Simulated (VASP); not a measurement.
Here is a VASP 6.6.1 calculation.

INCAR

```
ALGO     = Normal         # electronic algorithm
EDIFF    = 1E-7           # SCF threshold, eV
ENCUT    = 520            # plane-wave cutoff, eV
GGA      = PE             # functional
ISIF     = 2              # what is computed and relaxed
ISMEAR   = 0              # smearing method
IVDW     = 12             # dispersion correction
LASPH    = T              # aspherical terms in the spheres
LCHARG   = F              # write CHGCAR
LREAL    = F              # projectors in reciprocal space
LWAVE    = F              # write WAVECAR
NBANDS   = 26             # bands
NELM     = 60             # most SCF steps
PREC     = Accurate       # precision mode
SIGMA    = 0.1            # smearing width, eV
```

File KPOINTS:

```
k-points
0
Gamma
  10 10 10
```

POSCAR

```
KGe2
1.0
    4.7847247803      0.0000000000      0.0000000000
    0.0000000000      4.7847247803      0.0000000000
    0.0000000000      0.0000000000      4.8137396859
K Ge
1 2
Direct
    0.0000000000      0.0000000000      0.0000000000
    0.5000000000      0.5000000000      0.2488755272
    0.5000000000      0.5000000000      0.7511244728
```

Potentials or basis: VASP PAW PBE potentials, release 64 (K_sv, Ge_d).

Launch:

```console
$ cat potpaw_PBE.64/K_sv/POTCAR potpaw_PBE.64/Ge_d/POTCAR > POTCAR
$ mpirun -np 1 vasp_std > vasp.out
```

(1) What does it give for the dispersion energy per atom?

(2) What does it give for the band gap on the k mesh?

(3) What does it give for the pressure?

Answers

(1) -0.187 eV.

(2) zero (an odd number of electrons rules out a gap without spin polarisation).

(3) 0.0 GPa.
